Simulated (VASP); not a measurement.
# Ba (Im-3m) in VASP: further runs

Runs on Ba. Level: LDA. Tasks: single point.

Program: VASP 6.6.1. These are calculated values, not measurements. Logs are shortened: lines on timing, memory, paths and dates and some standing lists are left out, and cuts for length are marked.

## (1) The cell of the first run

Symmetry: Im-3m, No. 229, cubic system. Conventional cell: a = 4.758 Å, b = 4.758 Å, c = 4.758 Å, α = 90.00°, β = 90.00°, γ = 90.00°. Within 5.4 Å of Ba (site symmetry m-3m) lie 14 Ba at 4.12 to 4.76 Å.

## (2) Single point, LDA

INCAR

```
SYSTEM = Ba
PREC     = Accurate       ! precision mode
ENCUT    = 520            ! plane-wave cutoff, eV
EDIFF    = 1E-7           ! SCF threshold, eV
ISMEAR   = 0              ! smearing method
SIGMA    = 0.03           ! smearing width, eV
LREAL    = .FALSE.        ! projectors in reciprocal space
LASPH    = .TRUE.         ! aspherical terms in the spheres
NELM     = 60             ! most SCF steps
ALGO     = Normal         ! electronic algorithm
ISIF     = 2              ! what is computed and relaxed
LWAVE    = .FALSE.        ! write WAVECAR
LCHARG   = .FALSE.        ! write CHGCAR
GGA      = CA             ! functional
NBANDS   = 11             ! bands
```

KPOINTS

```
Automatic mesh
0
G
  9 9 9
  0 0 0
```

POSCAR

```
Ba
1.0
   -2.3789385306      2.3789385306      2.3789385306
    2.3789385306     -2.3789385306      2.3789385306
    2.3789385306      2.3789385306     -2.3789385306
Ba
1
Direct
    0.0000000000      0.0000000000      0.0000000000
```

Potentials or basis: VASP PAW LDA potentials, release 64 (Ba_sv).

Command:

```
$ cat potpaw_LDA.64/Ba_sv/POTCAR > POTCAR
$ mpirun -np 1 vasp_std > vasp.out
```

OUTCAR:

```text
SYSTEM = Ba
   PREC = Accurate
   ENCUT = 520
   EDIFF = 1E-7
   ISMEAR = 0
   LREAL = .FALSE.
   LASPH = .TRUE.
   NELM = 60
   ISIF = 2
   GGA = CA

 ion  position               nearest neighbor table
   1  0.000  0.000  0.000-

  LATTYP: Found a body centered cubic cell.
 ALAT       =     4.7578770612

  Lattice vectors:

 A1 = (  -2.3789385306,   2.3789385306,   2.3789385306)
 A2 = (   2.3789385306,  -2.3789385306,   2.3789385306)
 A3 = (   2.3789385306,   2.3789385306,  -2.3789385306)

Analysis of symmetry for initial positions (statically):
=====================================================================
 Subroutine PRICEL returns:
 Original cell was already a primitive cell.

 Routine SETGRP: Setting up the symmetry group for a
 body centered cubic supercell.

 Subroutine GETGRP returns: Found 48 space group operations
 (whereof 48 operations were pure point group operations)
 out of a pool of 48 trial point group operations.

The static configuration has the point symmetry O_h .

Analysis of symmetry for dynamics (positions and initial velocities):
=====================================================================
 Subroutine PRICEL returns:
 Original cell was already a primitive cell.

 Routine SETGRP: Setting up the symmetry group for a
 body centered cubic supercell.

 Subroutine GETGRP returns: Found 48 space group operations
 (whereof 48 operations were pure point group operations)
 out of a pool of 48 trial point group operations.

The dynamic configuration has the point symmetry O_h .

 Subroutine INISYM returns: Found 48 space group operations
 (whereof 48 operations are pure point group operations),
 and found     1 'primitive' translations

----------------------------------------------------------------------------------------

                                     Primitive cell

  volume of cell :      53.8530

  direct lattice vectors                    reciprocal lattice vectors
    -2.378938531  2.378938531  2.378938531     0.000000000  0.210177772  0.210177772
     2.378938531 -2.378938531  2.378938531     0.210177772  0.000000000  0.210177772
     2.378938531  2.378938531 -2.378938531     0.210177772  0.210177772  0.000000000

  length of vectors
     4.120442403  4.120442403  4.120442403     0.297236256  0.297236256  0.297236256

  position of ions in fractional coordinates (direct lattice)
     0.000000000  0.000000000  0.000000000

  ion indices of the primitive-cell ions
   primitive index   ion index
                 1           1

----------------------------------------------------------------------------------------

 KPOINTS: Automatic mesh

Automatic generation of k-mesh.
 Grid dimensions read from file:
 generate k-points for:    9    9    9

 Generating k-lattice:

  Cartesian coordinates                     Fractional coordinates (reciprocal lattice)
     0.000000000  0.023353086  0.023353086     0.111111111  0.000000000  0.000000000
     0.023353086  0.000000000  0.023353086     0.000000000  0.111111111  0.000000000
     0.023353086  0.023353086  0.000000000     0.000000000  0.000000000  0.111111111

  Length of vectors
     0.033026251  0.033026251  0.033026251

  Shift w.r.t. Gamma in fractional coordinates (k-lattice)
     0.000000000  0.000000000  0.000000000

 Subroutine IBZKPT returns following result:
 ===========================================

 Found     35 irreducible k-points:

 Following reciprocal coordinates:
            Coordinates               Weight
  0.000000  0.000000  0.000000      1.000000
  0.111111  0.000000  0.000000     12.000000
  0.222222  0.000000  0.000000     12.000000
  0.333333  0.000000  0.000000     12.000000
  0.444444  0.000000  0.000000     12.000000
  0.111111  0.111111  0.000000     24.000000
[... 16 lines left out ...]
 -0.333333  0.444444  0.111111     48.000000
 -0.444444 -0.444444  0.111111     24.000000
 [... further k-points ...]
   k-points           NKPTS =     35   k-points in BZ     NKDIM =     35   number of bands    NBANDS=     11
   number of dos      NEDOS =    301   number of ions     NIONS =      1
   total plane-waves  NPLWV =  32768
   dimension x,y,z NGX =    32 NGY =   32 NGZ =   32
   dimension x,y,z NGXF=    64 NGYF=   64 NGZF=   64
   ions per type =               1
   NGX,Y,Z   is equivalent  to a cutoff of  12.91, 12.91, 12.91 a.u.
   NGXF,Y,Z  is equivalent  to a cutoff of  25.82, 25.82, 25.82 a.u.
 SYSTEM =  Ba
   PREC   = accura    normal or accurate (medium, high low for compatibility)
   ISTART =      0    job   : 0-new  1-cont  2-samecut
   ICHARG =      2    charge: 1-file 2-atom 10-const
   ISPIN  =      1    spin polarized calculation?
   LNONCOLLINEAR =      F non collinear calculations
   LSORBIT =      F    spin-orbit coupling
   LASPH  =      T    aspherical Exc in radial PAW
   ENCUT  =  520.0 eV  38.22 Ry    6.18 a.u.   7.66  7.66  7.66*2*pi/ulx,y,z
   NELM   =     60;   NELMIN=  2; NELMDL= -5     # of ELM steps
   EDIFF  = 0.1E-06   stopping-criterion for ELM
   LREAL  =      F    real-space projection
   EDIFFG = 0.1E-05   stopping-criterion for IOM
   NSW    =      0    number of steps for IOM
   IBRION =     -1    ionic relax: 0-MD 1-quasi-New 2-CG
   NFREE  =      0    steps in history (QN), initial steepest desc. (CG)
   ISIF   =      2    stress and relaxation
   ISYM   =      2    0-nonsym 1-usesym 2-fastsym
   POTIM  = 0.5000    time-step for ionic-motion
   TEBEG  =    0.0;   TEEND  =   0.0 temperature during run
   PSTRESS=    0.0 pullay stress
   NELECT =      10.0000    total number of electrons
   NUPDOWN=      -1.0000    fix difference up-down
   EMIN   =  10.00;   EMAX   =-10.00  energy-range for DOS
   EFERMI =   0.00;   METHOD = LEGACY
   ISMEAR =     0;   SIGMA  =   0.03  broadening in eV -4-tet -1-fermi 0-gaus
   EFERMI_NEDOS =   21; number of points for ismear=-14 and -15
   IALGO  =     38    algorithm
   IMIX   =      4    mixing-type and parameters
     AMIX     =   0.40;   BMIX     =  1.00
     AMIX_MAG =   1.60;   BMIX_MAG =  1.00
  volume/ion in A,a.u.               =      53.85       363.42
  Fermi-wavevector in a.u.,A,eV,Ry     =   0.933982  1.764969 11.868654  0.872321
  Thomas-Fermi vector in A             =   2.060739
   LORBIT       =      0    0 simple, 1 ext, 2 COOP (PROOUT), +10 PAW based schemes
   GGA     = CA    functional components
   LHFCALC =     F    Hartree Fock is set to
   AEXX    =    0.0000 exact exchange contribution
   IVDW    =     0    specifies the selected vdW correction
   LEPSILON=     F    determine dielectric tensor
   LRPA    =     F    only Hartree local field effects (RPA)
 non-spin polarized calculation
 Gauss-broadening in eV      SIGMA  =   0.03
  energy-cutoff  :      520.00
  volume of cell :       53.85
 maximum number of plane-waves:      1481
   NGX = 15   NGY = 15   NGZ = 15

 number of electron      10.0000000 magnetization

 number of electron       9.9999999 magnetization

 Free energy of the ion-electron system (eV)
  ---------------------------------------------------
  ext. energy  EPLUGINS =         0.00000000
  ---------------------------------------------------
  free energy    TOTEN  =        -2.24724169 eV

  energy without entropy =       -2.24655488  energy(sigma->0) =       -2.24689829

 E-fermi :   1.9952     XC(G=0):  -8.1434

 val. band max:        1.9751743723   @ k =  -0.3333   0.4444   0.2222
 cond. band min:       2.0152051873   @ k =   0.3333   0.3333   0.0000
 fundamental gap:      0.0400308150
 Fermi energy:         1.9952267984

 k-point     1 :       0.0000    0.0000    0.0000
  band No.  band energies     occupation
      1     -26.6065      2.00000
      2     -11.4456      2.00000
      3     -11.4456      2.00000
      4     -11.4456      2.00000
      5      -0.8300      2.00000
      6       3.9026      0.00000
      7       3.9026      0.00000
      8       3.9026      0.00000
      9       5.5919      0.00000
     10       5.5919      0.00000
     11       9.4098      0.00000

 k-point     2 :       0.1111    0.0000    0.0000
  band No.  band energies     occupation
      1     -26.5965      2.00000
      2     -11.5443      2.00000
      3     -11.4748      2.00000
      4     -11.4465      2.00000
      5      -0.5520      2.00000
      6       3.6869      0.00000
      7       3.7798      0.00000
      8       4.1884      0.00000
      9       5.2761      0.00000
     10       5.5710      0.00000
     11       9.7221      0.00000

 k-point     3 :       0.2222    0.0000    0.0000
  band No.  band energies     occupation
      1     -26.5711      2.00000
      2     -11.7818      2.00000
      3     -11.5475      2.00000
      4     -11.4490      2.00000
      5       0.1428      2.00000
      6       3.2387      0.00000
      7       3.3344      0.00000
      8       5.0177      0.00000
      9       5.2335      0.00000
     10       5.6094      0.00000
     11      10.0882      0.00000

 k-point     4 :       0.3333    0.0000    0.0000
  band No.  band energies     occupation
      1     -26.5418      2.00000
      2     -12.0335      2.00000
      3     -11.6277      2.00000
      4     -11.4518      2.00000
      5       0.7862      2.00000
      6       2.8333      0.00000
      7       3.1950      0.00000
      8       5.5371      0.00000
      9       5.8360      0.00000
     10       6.2984      0.00000
     11       9.2557      0.00000
[... 239 lines left out ...]
 k-point    22 :      -0.4444    0.4444    0.1111
  band No.  band energies     occupation
      1     -26.5153      2.00000
      2     -12.1627      2.00000
      3     -11.7131      2.00000
      4     -11.5188      2.00000
      5       1.1949      2.00000
      6       2.8905      0.00000
      7       3.2246      0.00000
      8       4.8575      0.00000
      9       6.5482      0.00000
     10       7.6312      0.00000
     11       9.2694      0.00000

 k-point    23 :      -0.3333    0.4444    0.1111
  band No.  band energies     occupation
      1     -26.5139      2.00000
      2     -12.0753      2.00000
      3     -11.7666      2.00000
      4     -11.5684      2.00000
      5       1.5359      2.00000
      6       2.5494      0.00000
      7       3.2394      0.00000
      8       4.7423      0.00000
      9       6.1027      0.00000
     10       7.2968      0.00000
     11       9.4638      0.00000

 k-point    24 :      -0.4444   -0.4444    0.1111
  band No.  band energies     occupation
      1     -26.5048      2.00000
      2     -12.1302      2.00000
      3     -11.8052      2.00000
      4     -11.5680      2.00000
      5       1.5700      2.00000
      6       2.8560      0.00000
      7       2.9426      0.00000
      8       4.7091      0.00000
      9       6.6086      0.00000
     10       8.3508      0.00000
     11       8.8304      0.00000

 [... further k-points ...]
[... 5 lines left out ...]
  --------------------------------------------------------------------------------------
  -------------------------------------------------------------------------------------
  Total        0.0183048      0.0183048      0.0183048      0.0000000      0.0000000     -0.0000000
  in kB        0.5445868      0.5445868      0.5445868      0.0000000      0.0000000     -0.0000000
  external PRESSURE =       0.5445868 kB  Pullay stress =       0.0000000 kB

 VOLUME and BASIS-vectors are now :
 -----------------------------------------------------------------------------
  energy-cutoff  :      520.00
  volume of cell :       53.85
      direct lattice vectors                 reciprocal lattice vectors
    -2.378938531  2.378938531  2.378938531     0.000000000  0.210177772  0.210177772
     2.378938531 -2.378938531  2.378938531     0.210177772  0.000000000  0.210177772
     2.378938531  2.378938531 -2.378938531     0.210177772  0.210177772  0.000000000

 POSITION                                       TOTAL-FORCE (eV/Angst)
 -----------------------------------------------------------------------------------
      0.00000      0.00000      0.00000        -0.000000      0.000000     -0.000000
 -----------------------------------------------------------------------------------
    total drift:                               -0.000000      0.000000     -0.000000

  FREE ENERGIE OF THE ION-ELECTRON SYSTEM (eV)
  ---------------------------------------------------
  free  energy   TOTEN  =        -2.2472416915 eV

  energy  without entropy=       -2.2465548791  energy(sigma->0) =       -2.24689829
```

Run time: 10 s. Hardware: 1 thread of Intel Xeon Platinum 8259CL at 2.50GHz (Skylake/Cascade Lake), shared host; peak memory 0.15 GiB.

Results:

```yaml
Free_energy: -2.2472 eV
Pressure: 0.1 GPa
Band_gap_on_the_k_mesh: zero (band 5 reaches 2.57 eV, above the bottom of band 6 at 1.31 eV)
```

Caveat: spin-orbit coupling is left out, which moves the levels of the heavy elements.

## (3) Single point, LDA

INCAR

```
ALGO     = Normal         # electronic algorithm
EDIFF    = 1E-6           # SCF threshold, eV
ENCUT    = 520            # plane-wave cutoff, eV
GGA      = CA             # functional
ISIF     = 2              # what is computed and relaxed
ISMEAR   = 0              # smearing method
LASPH    = T              # aspherical terms in the spheres
LCHARG   = F              # write CHGCAR
LREAL    = F              # projectors in reciprocal space
LWAVE    = F              # write WAVECAR
NBANDS   = 11             # bands
NELM     = 100            # most SCF steps
PREC     = Accurate       # precision mode
SIGMA    = 0.1            # smearing width, eV
```

KPOINTS

```
k-points
0
Gamma
  9 9 9
```

POSCAR is that of step 2.

Potentials or basis: VASP PAW LDA potentials, release 64 (Ba_sv).

Command:

```
$ cat potpaw_LDA.64/Ba_sv/POTCAR > POTCAR
$ mpirun -np 1 vasp_std > vasp.out
```

It took 9.7 s on 1 thread of Intel Xeon Platinum 8259CL at 2.50GHz (Skylake/Cascade Lake), shared host; peak memory 0.16 GiB.

The run converged. Its results:

| Property | Result |
| --- | --- |
| Free energy | -2.2511 eV |
| Pressure | 0.0 GPa |
| Band gap on the k mesh | zero (band 5 reaches 2.57 eV, above the bottom of band 6 at 1.31 eV) |

Levels at points of the mesh, in eV from the Fermi level:
```
           k point  band 2  band 3  band 4  band 5  band 6  band 7  band 8  band 9
(0.00, 0.00, 0.00)  -13.44  -13.44  -13.44   -2.82    1.91    1.91    1.91    3.60
```

Caveat: spin-orbit coupling is left out, which moves the levels of the heavy elements.

## (4) Single point, LDA

INCAR

```
SYSTEM = Ba
ALGO     = Normal         ! electronic algorithm
EDIFF    = 1E-6           ! SCF threshold, eV
ENCUT    = 520            ! plane-wave cutoff, eV
GGA      = CA             ! functional
ISIF     = 2              ! what is computed and relaxed
ISMEAR   = 0              ! smearing method
LASPH    = .TRUE.         ! aspherical terms in the spheres
LCHARG   = .FALSE.        ! write CHGCAR
LREAL    = .FALSE.        ! projectors in reciprocal space
LWAVE    = .FALSE.        ! write WAVECAR
NBANDS   = 11             ! bands
NELM     = 100            ! most SCF steps
PREC     = Accurate       ! precision mode
SIGMA    = 0.2            ! smearing width, eV
```

KPOINTS

```
k-points
0
G
  9 9 9
  0 0 0
```

POSCAR is that of step 3.

Potentials or basis: VASP PAW LDA potentials, release 64 (Ba_sv).

Command:

```
$ cat potpaw_LDA.64/Ba_sv/POTCAR > POTCAR
$ mpirun -np 1 vasp_std > vasp.out
```

OUTCAR:

```text
SYSTEM = Ba
   EDIFF = 1E-6
   ENCUT = 520
   GGA = CA
   ISIF = 2
   ISMEAR = 0
   LASPH = .TRUE.
   LREAL = .FALSE.
   NELM = 100
   PREC = Accurate

 ion  position               nearest neighbor table
   1  0.000  0.000  0.000-

  LATTYP: Found a body centered cubic cell.
 ALAT       =     4.7578770612

  Lattice vectors:

 A1 = (  -2.3789385306,   2.3789385306,   2.3789385306)
 A2 = (   2.3789385306,  -2.3789385306,   2.3789385306)
 A3 = (   2.3789385306,   2.3789385306,  -2.3789385306)

Analysis of symmetry for initial positions (statically):
=====================================================================
 Subroutine PRICEL returns:
 Original cell was already a primitive cell.

 Routine SETGRP: Setting up the symmetry group for a
 body centered cubic supercell.

 Subroutine GETGRP returns: Found 48 space group operations
 (whereof 48 operations were pure point group operations)
 out of a pool of 48 trial point group operations.

The static configuration has the point symmetry O_h .

Analysis of symmetry for dynamics (positions and initial velocities):
[... 158 lines left out ...]

 E-fermi :   1.9948     XC(G=0):  -8.1428

 val. band max:        1.9760760533   @ k =  -0.3333   0.4444   0.2222
 cond. band min:       2.0159325574   @ k =   0.3333   0.3333   0.0000
 fundamental gap:      0.0398565041
 Fermi energy:         1.9947813046

 k-point     1 :       0.0000    0.0000    0.0000
  band No.  band energies     occupation
      1     -26.6028      2.00000
      2     -11.4421      2.00000
      3     -11.4421      2.00000
      4     -11.4421      2.00000
      5      -0.8299      2.00000
      6       3.9040      0.00000
      7       3.9040      0.00000
      8       3.9040      0.00000
      9       5.5937      0.00000
     10       5.5937      0.00000
     11       9.4096      0.00000
[... 309 lines left out ...]
 k-point    24 :      -0.4444   -0.4444    0.1111
  band No.  band energies     occupation
      1     -26.5010      2.00000
      2     -12.1270      2.00000
      3     -11.8019      2.00000
      4     -11.5646      2.00000
      5       1.5707      1.99729
      6       2.8568      0.00000
      7       2.9435      0.00000
      8       4.7103      0.00000
      9       6.6101      0.00000
     10       8.3531      0.00000
     11       8.8318      0.00000

 [... further k-points ...]
[... 5 lines left out ...]
  --------------------------------------------------------------------------------------
  -------------------------------------------------------------------------------------
  Total        0.0203070      0.0203070      0.0203070      0.0000000      0.0000000     -0.0000000
  in kB        0.6041523      0.6041523      0.6041523      0.0000000      0.0000000     -0.0000000
  external PRESSURE =       0.6041523 kB  Pullay stress =       0.0000000 kB

 VOLUME and BASIS-vectors are now :
 -----------------------------------------------------------------------------
  energy-cutoff  :      520.00
  volume of cell :       53.85
      direct lattice vectors                 reciprocal lattice vectors
    -2.378938531  2.378938531  2.378938531     0.000000000  0.210177772  0.210177772
     2.378938531 -2.378938531  2.378938531     0.210177772  0.000000000  0.210177772
     2.378938531  2.378938531 -2.378938531     0.210177772  0.210177772  0.000000000

 POSITION                                       TOTAL-FORCE (eV/Angst)
 -----------------------------------------------------------------------------------
      0.00000      0.00000      0.00000         0.000000      0.000000     -0.000000
 -----------------------------------------------------------------------------------
    total drift:                               -0.000000      0.000000     -0.000000

  FREE ENERGIE OF THE ION-ELECTRON SYSTEM (eV)
  ---------------------------------------------------
  free  energy   TOTEN  =        -2.2613745310 eV

  energy  without entropy=       -2.2364826901  energy(sigma->0) =       -2.24892861
```

stdout:

```text
POSCAR found type information on POSCAR Ba
 POSCAR found :  1 types and       1 ions
 scaLAPACK will be used
 LDA part: xc-table for (Slater(with rela. corr.)+CA(PZ))
 , standard interpolation
 POSCAR, INCAR and KPOINTS ok, starting setup
 FFT: planning ... GRIDC
 FFT: planning ... GRID_SOFT
 FFT: planning ... GRID
 WAVECAR not read
 entering main loop
```

Wall time 9.6 s (1 thread of Intel Xeon Platinum 8259CL at 2.50GHz (Skylake/Cascade Lake), shared host); peak memory 0.16 GiB.

What came out:

* Free energy: -2.2614 eV
* Pressure: 0.1 GPa
* Band gap on the k mesh: zero (band 5 reaches 2.57 eV, above the bottom of band 6 at 1.31 eV)

Levels at points of the mesh, in eV from the Fermi level:
```
           k point  band 3  band 4  band 5  band 6  band 7  band 8
(0.00, 0.00, 0.00)  -13.44  -13.44   -2.82    1.91    1.91    1.91
```

Caveat: spin-orbit coupling is left out, which moves the levels of the heavy elements.

(Continued in part 2 of 2.)
